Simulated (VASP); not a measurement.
A run of VASP 6.6.1:

The input INCAR:

```
SYSTEM = PbS
ALGO = Normal
EDIFF = 1E-7
EDIFFG = -0.01
ENCUT = 600
GGA = PS
IBRION = 2
ISIF = 3
ISMEAR = -1
IVDW = 13
LASPH = .TRUE.
LCHARG = .FALSE.
LREAL = .FALSE.
LWAVE = .FALSE.
NELM = 60
NSW = 60
PREC = Accurate
SIGMA = 0.05
```

Contents of KPOINTS:

```
k-points
0
G
  7 7 7
  0 0 0
```

Contents of POSCAR:

```
PbS
1.0
    3.6536590000      0.0000000000      0.0000000000
    0.0000000000      3.6536590000      0.0000000000
    0.0000000000      0.0000000000      3.6536590000
Pb S
1 1
Direct
    0.0000000000      0.0000000000      0.0000000000
    0.5000000000      0.5000000000      0.5000000000
```

Potentials or basis: VASP PAW PBE potentials, release 64 (Pb_d, S).

Run with:

```sh
$ cat potpaw_PBE.64/Pb_d/POTCAR potpaw_PBE.64/S/POTCAR > POTCAR
$ mpirun -np 1 vasp_std > vasp.out
```

Hardware: 1 thread of Intel(R) Xeon(R) 6975P-C (Granite Rapids), with other jobs on the host.

**Question.** How long does it take, and how much memory?

**Answer.** Wall time 19 s on 1 thread of Intel(R) Xeon(R) 6975P-C (Granite Rapids) (shared host), peak memory 0.18 GiB. Counts: scf iterations 34, k points 20, ion steps 3.
